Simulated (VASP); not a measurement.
Input of a VASP 6.6.1 run:

File INCAR:

```
ALGO = Normal ; EDIFF = 1E-7
ENCUT = 520 ; GGA = PE
ISIF = 2 ; ISMEAR = -1
LASPH = True ; LCHARG = False
LREAL = False ; LWAVE = False
NBANDS = 25 ; NELM = 60
PREC = Accurate ; SIGMA = 0.05
```

The input KPOINTS:

```
k-points
0
Gamma
  7 4 4
```

The input POSCAR:

```
Mg6BiB
1.0
    3.8847420000      0.0000000000      0.0000000000
    0.0000000000      4.3909670000      5.1195170000
    0.0000000000     -4.3909670000      5.1195170000
Bi Mg B
1 6 1
Direct
    0.5000000000      0.3854670000      0.3854670000
    0.0000000000      0.1503870000      0.1503870000
    0.0000000000      0.6333230000      0.6333230000
    0.0000000000      0.7147320000      0.0494740000
    0.0000000000      0.0494740000      0.7147320000
    0.5000000000      0.8864940000      0.4049730000
    0.5000000000      0.4049730000      0.8864940000
    0.5000000000      0.7751590000      0.7751590000
```

Potentials or basis: VASP PAW PBE potentials, release 64 (Bi_d, Mg, B).

Command:

```bash
$ cat potpaw_PBE.64/Bi_d/POTCAR potpaw_PBE.64/Mg/POTCAR potpaw_PBE.64/B/POTCAR > POTCAR
$ mpirun -np 1 vasp_std > vasp.out
```

Question: Predict the pressure.

Answer: -0.5 GPa.

Question: Estimate the largest force.

Answer: 0.137 eV/Å.

Question: Estimate the band gap on the k mesh.

Answer: Zero (bands 15 and 16 overlap by 1.47 eV).

Forces in eV/Å, atoms in the order of the input:
```
Bi   0.000  0.000 -0.048
Mg   0.000  0.000  0.029
Mg   0.000  0.000 -0.137
Mg   0.000 -0.032  0.041
Mg   0.000  0.032  0.041
Mg   0.000  0.033  0.034
Mg   0.000 -0.033  0.034
B    0.000  0.000  0.004
```

Caveat: spin-orbit coupling is left out, which moves the levels of the heavy elements.
